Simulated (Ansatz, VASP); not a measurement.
Two plane-wave programs on H3Pt

Contents of INCAR:

```
SYSTEM = H3Pt
PREC = Accurate ; ENCUT = 520
EDIFF = 1E-6 ; ISMEAR = 0
SIGMA = 0.1 ; LREAL = .FALSE.
LASPH = .TRUE. ; NELM = 100
ALGO = Normal ; ISIF = 2
LWAVE = .FALSE. ; LCHARG = .FALSE.
GGA = PS ; NBANDS = 14
```

File KPOINTS:

```
regular mesh
0
G
  8 8 8
  0 0 0
```

File POSCAR:

```
H3Pt
1.0
   -1.4089843944      1.4089843944      2.8004390008
    1.4089843944     -1.4089843944      2.8004390008
    1.4089843944      1.4089843944     -2.8004390008
Pt H
1 3
Direct
    0.0000000000      0.0000000000      0.0000000000
    0.7500000000      0.2500000000      0.5000000000
    0.2500000000      0.7500000000      0.5000000000
    0.5000000000      0.5000000000      0.0000000000
```

Input for Ansatz:

```yaml
crystal:
  lattice:
    - [-1.4089843944, 1.4089843944, 2.8004390008]
    - [1.4089843944, -1.4089843944, 2.8004390008]
    - [1.4089843944, 1.4089843944, -2.8004390008]
  atoms:
    - { symbol: Pt, position: [0.0, 0.0, 0.0] }
    - { symbol: H, position: [0.75, 0.25, 0.5] }
    - { symbol: H, position: [0.25, 0.75, 0.5] }
    - { symbol: H, position: [0.5, 0.5, 0.0] }
basis:
  ecutwfc: 420
kpoints:
  mp_grid: { grid: [8, 8, 8] }
hamiltonian:
  xc: pbesol
scf:
  occupations: { method: gaussian, width: 0.1 }
output:
  forces: true
  stress: true
  eigenvalues: true
```

Alike in both runs: task single point; functional PBEsol; k mesh 8 × 8 × 8; occupations gaussian, width 0.1 eV; no spin polarisation.

|  | VASP | Ansatz |
| --- | --- | --- |
| version | VASP 6.6.1 | Ansatz 0.2.0 |
| potentials or method | VASP PAW PBE potentials, release 64 (Pt, H), cutoff 520 eV | scalar-relativistic, plane waves, PAW |
| valence electrons in the cell | 13 | 21 |

VASP gave:

| Item | Value |
| --- | --- |
| gap on the k mesh at the Fermi level (eV) | none |
| pressure (GPa) | 28.0 |
| traceless stress, the component that is largest in VASP (GPa) | 24.73 |

Task: What did Ansatz give for the same quantities?

Result: gap on the k mesh at the Fermi level (eV): none; pressure (GPa): 28.3; traceless stress, the component that is largest in VASP (GPa): 24.81.

VASP's potentials were made for PBE, not for PBEsol. A gap of «none» marks a metal or a gap that the smearing closes. VASP's potentials hold 13 valence electrons a cell and Ansatz's 21, so a difference there can come from the potentials and not from the codes.

The k mesh is coarse, so the values compare programs but aren't converged. Spin-orbit coupling is off throughout.
